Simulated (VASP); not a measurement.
Wanted: the native input for a VASP 6.6.1 run.

| Quantity | Value |
| --- | --- |
| Task | single point |
| Functional | PBE |
| Potentials or basis | VASP PAW PBE potentials, release 64 (V_sv) |
| Cutoff | 520 eV |
| k mesh | 19 × 19 × 19 |
| Occupations | fermi-dirac, width 0.03 eV |
| Spin | collinear spin, ferromagnetic start |
| Starting moments | [1.5] μB |
| Dipole correction | no |
| Further INCAR settings | ALGO = Normal; EDIFF = 1e-06; NBANDS = 16 |

The structure of V lies in POSCAR:

```
V
1.0
   -1.5583900000      1.5130000000      1.5130000000
    1.5130000000     -1.5583900000      1.5130000000
    1.5130000000      1.5130000000     -1.5583900000
V
1
Direct
    0.0000000000      0.0000000000      0.0000000000
```

This cell differs from its parent crystal: equal xy, yz and zx shear strains of -3 %.

The input as run:

INCAR

```
PREC     = Accurate       # precision mode
ENCUT    = 520            # plane-wave cutoff, eV
EDIFF    = 1E-6           # SCF threshold, eV
ISMEAR   = -1             # smearing method
SIGMA    = 0.03           # smearing width, eV
LREAL    = False          # projectors in reciprocal space
LASPH    = True           # aspherical terms in the spheres
NELM     = 150            # most SCF steps
ALGO     = Normal         # electronic algorithm
ISIF     = 2              # what is computed and relaxed
LWAVE    = False          # write WAVECAR
LCHARG   = False          # write CHGCAR
ISPIN    = 2              # spin polarisation
MAGMOM   = 1.5            # initial moments
LORBIT   = 11             # projections on sites
LMAXMIX  = 4              # l up to which the mixer works
GGA      = PE             # functional
NBANDS   = 16             # bands
```

KPOINTS

```
regular mesh
0
Gamma
  19 19 19
```

Potentials or basis: VASP PAW PBE potentials, release 64 (V_sv).

Launch:

```sh
$ cat potpaw_PBE.64/V_sv/POTCAR > POTCAR
$ mpirun -np 1 vasp_std > vasp.out
```

It gave:

* Pressure: -4.7 GPa
* Net moment: 0.00 μB per cell
* Valence electrons inside the program's atomic spheres: V 11.61

Caveat: the cell differs from its parent crystal (equal xy, yz and zx shear strains of -3 %).

Wall time 7.1 min on 1 thread of Oxide Virtual Turin-like Processor (shared host), peak memory 0.26 GiB.
